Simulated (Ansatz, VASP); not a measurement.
**Cu3C in VASP and in Ansatz**

The input INCAR:

```
SYSTEM = Cu3C
  PREC = Accurate
  ENCUT = 600
  EDIFF = 1E-6
  ISMEAR = 0
  SIGMA = 0.1
  LREAL = .False.
  LASPH = .True.
  NELM = 100
  ALGO = Normal
  ISIF = 3
  LWAVE = .False.
  LCHARG = .False.
  GGA = PE
  IBRION = 2
  NSW = 100
  EDIFFG = -0.01
```

File KPOINTS:

```
regular mesh
0
Gamma
  10 10 10
  0 0 0
```

POSCAR

```
Cu3C
1.0
    3.8376246302      0.0000000000      0.0000000000
    0.0000000000      3.8376246302      0.0000000000
    0.0000000000      0.0000000000      3.8376246302
Cu C
3 1
Direct
    0.5000000000      0.0000000000      0.0000000000
    0.0000000000      0.5000000000      0.0000000000
    0.0000000000      0.0000000000      0.5000000000
    0.0000000000      0.0000000000      0.0000000000
```

Input for Ansatz:

```yaml
crystal:
  lattice:
    - [3.8376246302, 0.0, 0.0]
    - [0.0, 3.8376246302, 0.0]
    - [0.0, 0.0, 3.8376246302]
  atoms:
    - { symbol: Cu, position: [0.5, 0.0, 0.0] }
    - { symbol: Cu, position: [0.0, 0.5, 0.0] }
    - { symbol: Cu, position: [0.0, 0.0, 0.5] }
    - { symbol: C, position: [0.0, 0.0, 0.0] }
basis:
  ecutwfc: 420
kpoints:
  mp_grid: { grid: [10, 10, 10] }
hamiltonian:
  xc: pbe
scf:
  occupations: { method: gaussian, width: 0.1 }
output:
  forces: true
  stress: true
  eigenvalues: true
relax:
  adjacent_minimum: "off"
  f_tol: 0.01
  max_steps: 80
  cell: { stress_tol: 0.05 }
```

Change from the starting cell: species swapped into the Cu3N type (Pm-3m, No. 221).

Alike in both runs: task relaxation of cell and atoms; functional PBE; k mesh 10 × 10 × 10; occupations gaussian, width 0.1 eV; no spin polarisation.

|  | VASP | Ansatz |
| --- | --- | --- |
| version | VASP 6.6.1 | Ansatz 0.2.0 |
| potentials or method | VASP PAW PBE potentials, release 64 (Cu, C), cutoff 600 eV | scalar-relativistic, plane waves, PAW |
| valence electrons in the cell | 37 | 61 |

```tsv
	VASP	Ansatz	Ansatz less VASP
gap on the k mesh at the Fermi level, each at its own relaxed structure (eV)	none	none	-
relaxed volume (Å³/atom)	14.21	14.13	-0.077
relaxed length of the cell vector where the two differ most in proportion (Å)	3.845	3.838	-0.0070
```

A gap of «none» marks a metal or a gap that the smearing closes. VASP's potentials hold 37 valence electrons a cell and Ansatz's 61, so a difference there can come from the potentials and not from the codes.
